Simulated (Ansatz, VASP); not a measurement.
## One calculation of Be, two programs

The input INCAR:

```
SYSTEM = Be
PREC = Accurate ; ENCUT = 600
EDIFF = 1E-6 ; ISMEAR = -1
SIGMA = 0.1 ; LREAL = .False.
LASPH = .True. ; NELM = 100
ALGO = Normal ; ISIF = 3
LWAVE = .False. ; LCHARG = .False.
GGA = RE ; IBRION = 2
NSW = 80 ; EDIFFG = -0.01
```

File KPOINTS:

```
Automatic mesh
0
Gamma
  12 12 12
  0 0 0
```

POSCAR

```
Be
1.0
    0.0000000000      2.2207471934      2.2207471934
    2.2207471934      0.0000000000      2.2207471934
    2.2207471934      2.2207471934      0.0000000000
Be
2
Direct
    0.1250000000      0.1250000000      0.1250000000
    0.8750000000      0.8750000000      0.8750000000
```

Input for Ansatz:

```yaml
crystal:
  lattice:
    - [0.0, 2.2207471934, 2.2207471934]
    - [2.2207471934, 0.0, 2.2207471934]
    - [2.2207471934, 2.2207471934, 0.0]
  atoms:
    - { symbol: Be, position: [0.125, 0.125, 0.125] }
    - { symbol: Be, position: [0.875, 0.875, 0.875] }
hamiltonian:
  xc: revpbe
  pseudopotentials:
    kind: paw
    azcp:
      Be: "pseudopotentials/Be.paw.azcp"
basis:
  ecutwfc: 420
  fft_grid_basis: typed
kpoints:
  mp_grid: { grid: [12, 12, 12], shift: [0, 0, 0] }
magnetization:
  spin_polarized: false
scf:
  occupations: { method: fermi_dirac, width: 0.1 }
relax:
  max_steps: 60
  f_tol: 0.01
  cell: {}
```

Alike in both runs: task relaxation of cell and atoms; functional revPBE; k mesh 12 × 12 × 12; occupations fermi-dirac, width 0.1 eV; no spin polarisation.

|  | VASP | Ansatz |
| --- | --- | --- |
| version | VASP 6.6.1 | Ansatz 0.2.0 |
| potentials or method | VASP PAW PBE potentials, release 64 (Be), cutoff 600 eV | plane waves (420 eV) with PAW, scalar-relativistic |
| valence electrons in the cell | 4 | 4 |

Ansatz gave:

* relaxed volume (Å³/atom): 15.04
* relaxed cell length with the largest relative difference (Å): 3.491

Q: Which values does VASP return?

A: Relaxed volume (Å³/atom): 15.01; relaxed cell length with the largest relative difference (Å): 3.489.

VASP's potentials were made for PBE, not for revPBE.

Noted on VASP's run: the volume moved by over 15 % at a fixed basis, so the end points are rough.
